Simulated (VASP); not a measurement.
Crystal: FeO (Wuestite).

```
Fe O
1.0
     1.50863    0.87101    2.50267
    -1.50863    0.87101    2.50267
     0.00000   -1.74201    2.50267
Fe O
1 1
Cartesian
  0.0000 0.0000 0.0000
  0.0000 0.0000 3.7540
```

This cell differs from its parent crystal: volume scaled by 0.98.

Base run:

| Quantity | Value |
| --- | --- |
| Program | VASP 6.6.1 |
| Functional | PBEsol |
| Potentials or basis | VASP PAW PBE potentials, release 64 (Fe, O) |
| Cutoff | 520 eV |
| k mesh | 11 × 11 × 11 |
| Occupations | fermi-dirac, width 0.05 eV |
| Spin | collinear spin, ferromagnetic start |
| Starting moments | [3.0, 0.0] μB |

Its results: band gap on the k mesh zero (filled and empty bands overlap); pressure -5.7 GPa; net moment 4.00 μB per cell; site moments Fe +3.61; O +0.31 μB.

Question: The run is repeated on the same cell with these changes: functional from PBEsol to PBE. What comes out?

Answer: Band gap on the k mesh zero (filled and empty bands overlap); pressure 2.7 GPa; net moment 4.00 μB per cell; site moments Fe +3.62; O +0.30 μB.

PBE binds less tightly than PBEsol, so the same cell stands under more pressure.

Caveats: a cell with one magnetic atom can't hold antiferromagnetic order, which such compounds often take; semilocal functionals often make such compounds metallic where correlation or magnetic order opens a gap, which also shifts bond lengths; the PAW data sets were made with another functional, which shifts forces and pressure a little (some runs).
